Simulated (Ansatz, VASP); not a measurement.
One calculation of Ta3AsAu2O13, two programs

File INCAR:

```
ALGO = Normal
EDIFF = 1E-7
ENCUT = 520
GGA = PS
ISIF = 2
ISMEAR = -1
LASPH = True
LCHARG = True
LELF = True
LREAL = Auto
LVHAR = True
LWAVE = False
NBANDS = 84
NELM = 60
PREC = Accurate
SIGMA = 0.05
```

The input KPOINTS:

```
k-points
0
Gamma
  4 4 2
```

Contents of POSCAR:

```
Ta3AsAu2O13
1.0
    5.4520400000      0.0000000000      0.0000000000
   -2.7260200000      4.7216100000      0.0000000000
    0.0000000000      0.0000000000      9.5790200000
Ta As Au O
3 1 2 13
Direct
    0.0000000000      0.0000000000      0.1940800000
    0.0000000000      0.0000000000      0.8059200000
    0.6666700000      0.3333300000      0.0000000000
    0.0000000000      0.0000000000      0.5000000000
    0.3333300000      0.6666700000      0.2742800000
    0.3333300000      0.6666700000      0.7257200000
    0.0000000000      0.0000000000      0.0000000000
    0.2394700000      0.9712900000      0.3640200000
    0.0287100000      0.2681800000      0.3640200000
    0.7318200000      0.7605300000      0.3640200000
    0.2394700000      0.9712900000      0.6359800000
    0.0287100000      0.2681800000      0.6359800000
    0.7318200000      0.7605300000      0.6359800000
    0.3845200000      0.3342500000      0.8584400000
    0.6657500000      0.0502600000      0.8584400000
    0.9497400000      0.6154800000      0.8584400000
    0.3845200000      0.3342500000      0.1415600000
    0.6657500000      0.0502600000      0.1415600000
    0.9497400000      0.6154800000      0.1415600000
```

Contents of input.yaml:

```yaml
crystal:
  lattice:
    - [5.45204, 0.0, 0.0]
    - [-2.72602, 4.72161, 0.0]
    - [0.0, 0.0, 9.57902]
  atoms:
    - { symbol: Ta, position: [0.0, 0.0, 0.19408] }
    - { symbol: Ta, position: [0.0, 0.0, 0.80592] }
    - { symbol: Ta, position: [0.66667, 0.33333, 0.0] }
    - { symbol: As, position: [0.0, 0.0, 0.5] }
    - { symbol: Au, position: [0.33333, 0.66667, 0.27428] }
    - { symbol: Au, position: [0.33333, 0.66667, 0.72572] }
    - { symbol: O, position: [0.0, 0.0, 0.0] }
    - { symbol: O, position: [0.23947, 0.97129, 0.36402] }
    - { symbol: O, position: [0.02871, 0.26818, 0.36402] }
    - { symbol: O, position: [0.73182, 0.76053, 0.36402] }
    - { symbol: O, position: [0.23947, 0.97129, 0.63598] }
    - { symbol: O, position: [0.02871, 0.26818, 0.63598] }
    - { symbol: O, position: [0.73182, 0.76053, 0.63598] }
    - { symbol: O, position: [0.38452, 0.33425, 0.85844] }
    - { symbol: O, position: [0.66575, 0.05026, 0.85844] }
    - { symbol: O, position: [0.94974, 0.61548, 0.85844] }
    - { symbol: O, position: [0.38452, 0.33425, 0.14156] }
    - { symbol: O, position: [0.66575, 0.05026, 0.14156] }
    - { symbol: O, position: [0.94974, 0.61548, 0.14156] }
kpoints:
  mp_grid: { grid: [4, 4, 2] }
  band_path:
    path:
      - [0.0, 0.0, 0.0]
      - [0.5, 0.0, 0.0]
      - [0.3333333333, 0.3333333333, 0.0]
      - [0.0, 0.0, 0.0]
      - [0.0, 0.0, 0.5]
      - [0.5, 0.0, 0.5]
      - [0.3333333333, 0.3333333333, 0.5]
      - [0.0, 0.0, 0.5]
    npoints: 12
scf:
  occupations: { method: fermi_dirac, width: 0.05 }
hamiltonian:
  xc: pbesol
  pseudopotentials: { kind: all_electron, lapw: { basis_error: 0.003 } }
output:
  forces: true
  stress: true
  eigenvalues: true
```

Alike in both runs: functional PBEsol; k mesh 4 × 4 × 2; occupations fermi-dirac, width 0.05 eV; no spin polarisation.

|  | VASP | Ansatz |
| --- | --- | --- |
| version | VASP 6.6.1 | Ansatz 0.2.0 |
| potentials or method | VASP PAW PBE potentials, release 64 (Ta_pv, As, Au, O), cutoff 520 eV | all-electron LAPW, scalar-relativistic |
| task | single point | band structure |

|  | VASP | Ansatz | Ansatz less VASP |
| --- | --- | --- | --- |
| gap on the k mesh at the Fermi level (eV) | none | none | - |
| pressure (GPa) | -5.6 | -6.2 | -0.57 |
| traceless stress, the component that is largest in VASP (GPa) | 0.18 | -0.17 | -0.358 |
| rms of the force components (eV/Å) | 0.116 | 0.107 | -0.0083 |

VASP's potentials were made for PBE, not for PBEsol. Atom by atom the forces differ by 0.034 eV/Å (rms over components). A gap of «none» marks a metal or a gap that the smearing closes. Ansatz ran all-electron here, and VASP with PAW potentials.

Spin-orbit coupling is off throughout. Noted on Ansatz's run: the k mesh is thin for a metal, which can move the energy by tens of meV per atom.
